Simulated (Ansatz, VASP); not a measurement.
## Ti in VASP and in Ansatz

Contents of INCAR:

```
SYSTEM = Ti
PREC = Accurate ; ENCUT = 520
EDIFF = 1E-6 ; ISMEAR = 0
SIGMA = 0.15 ; LREAL = .False.
LASPH = .True. ; NELM = 100
ALGO = Fast ; ISIF = 2
LWAVE = .False. ; LCHARG = .False.
GGA = PE ; NBANDS = 12
```

KPOINTS

```
regular mesh
0
Gamma
  22 22 22
  0 0 0
```

The input POSCAR:

```
Ti
1.0
   -1.7533071406      1.7533071406      1.6270690264
    1.7533071406     -1.7533071406      1.6270690264
    1.7533071406      1.7533071406     -1.6270690264
Ti
1
Direct
    0.0000000000      0.0000000000      0.0000000000
```

Input for Ansatz:

```yaml
crystal:
  lattice:
    - [-1.7533071406, 1.7533071406, 1.6270690264]
    - [1.7533071406, -1.7533071406, 1.6270690264]
    - [1.7533071406, 1.7533071406, -1.6270690264]
  atoms:
    - { symbol: Ti, position: [0.0, 0.0, 0.0] }
basis:
  ecutwfc: 520.0
kpoints:
  mp_grid: { grid: [22, 22, 22] }
hamiltonian:
  xc: pbe
  pseudopotentials: { kind: paw, azcp: { folder: soft_1 } }
scf:
  occupations: { method: gaussian, width: 0.15 }
output:
  forces: true
  stress: true
  eigenvalues: true
```

Alike in both runs: task single point; functional PBE; k mesh 22 × 22 × 22; occupations gaussian, width 0.15 eV; no spin polarisation.

|  | VASP | Ansatz |
| --- | --- | --- |
| version | VASP 6.6.1 | Ansatz 0.2.0 |
| potentials or method | VASP PAW PBE potentials, release 64 (Ti_sv), cutoff 520 eV | scalar-relativistic, plane waves, PAW |
| valence electrons in the cell | 12 | 12 |

VASP gave:

| Property | Result |
| --- | --- |
| gap on the k mesh at the Fermi level (eV) | none |
| pressure (GPa) | -12.1 |
| traceless stress, the component that is largest in VASP (GPa) | -1.32 |

Estimate Ansatz's values.

gap on the k mesh at the Fermi level (eV): none; pressure (GPa): -12.0; traceless stress, the component that is largest in VASP (GPa): -1.32.

A gap of «none» marks a metal or a gap that the smearing closes. With one functional, cell and mesh, what is left measures potentials, basis and numerics.
